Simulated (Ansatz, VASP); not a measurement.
**Two plane-wave programs on Be3ZnO**

The input INCAR:

```
  ALGO = Normal
  EDIFF = 1E-6
  ENCUT = 520
  GGA = PE
  ISIF = 2
  ISMEAR = 0
  ISPIN = 2
  LASPH = T
  LCHARG = F
  LORBIT = 11
  LREAL = F
  LWAVE = F
  MAGMOM = 0 0 0 0 1
  NBANDS = 24
  NELM = 150
  PREC = Accurate
  SIGMA = 0.1
```

Contents of KPOINTS:

```
k-points
0
Gamma
  6 6 4
```

POSCAR

```
Be3ZnO
1.0
    3.7733084447      0.0000000000      0.0000000000
   -1.8866542223      3.2677809694      0.0000000000
    0.0000000000      0.0000000000      4.1708308356
Be Zn O
3 1 1
Direct
    0.0000000000      0.0000000000      0.2696345034
    0.0000000000      0.0000000000      0.7303654966
    0.3333333333      0.6666666667      0.5000000000
    0.6666666667      0.3333333333      0.5000000000
    0.3333333333      0.6666666667      0.0000000000
```

Input for Ansatz:

```yaml
crystal:
  lattice:
    - [3.7733084447, 0.0, 0.0]
    - [-1.8866542223, 3.2677809694, 0.0]
    - [0.0, 0.0, 4.1708308356]
  atoms:
    - { symbol: Be, position: [0.0, 0.0, 0.2696345034] }
    - { symbol: Be, position: [0.0, 0.0, 0.7303654966] }
    - { symbol: Be, position: [0.3333333333, 0.6666666667, 0.5] }
    - { symbol: Zn, position: [0.6666666667, 0.3333333333, 0.5] }
    - { symbol: O, position: [0.3333333333, 0.6666666667, 0.0], spin: 1.0 }
basis:
  ecutwfc: 420
kpoints:
  mp_grid: { grid: [6, 6, 4] }
hamiltonian:
  xc: pbe
scf:
  occupations: { method: gaussian, width: 0.1 }
  lower_state_search: "off"
output:
  forces: true
  stress: true
  eigenvalues: true
  populations: true
magnetization:
  spin_polarized: true
```

Alike in both runs: task single point; functional PBE; k mesh 6 × 6 × 4; occupations gaussian, width 0.1 eV; collinear spin.

```csv
,VASP,Ansatz
version,VASP 6.6.1,Ansatz 0.2.0
potentials or method,"VASP PAW PBE potentials, release 64 (Be, Zn, O), cutoff 520 eV","scalar-relativistic, plane waves, PAW"
valence electrons in the cell,24,24
```

```csv
,VASP,Ansatz,Ansatz less VASP
gap on the k mesh at the Fermi level (eV),none,none,-
pressure (GPa),0.2,0.1,-0.17
"traceless stress, the component that is largest in VASP (GPa)",-0.14,-0.07,+0.079
rms of the force components (eV/Å),0.010,0.000,-0.0098
net moment per atom (μB),0.00,0.00,0.000
```

Atom by atom the forces differ by 0.010 eV/Å (rms over components). A gap of «none» marks a metal or a gap that the smearing closes. Ansatz's warnings: seeded moment not kept.

The k mesh is coarse, so the values compare programs but aren't converged.
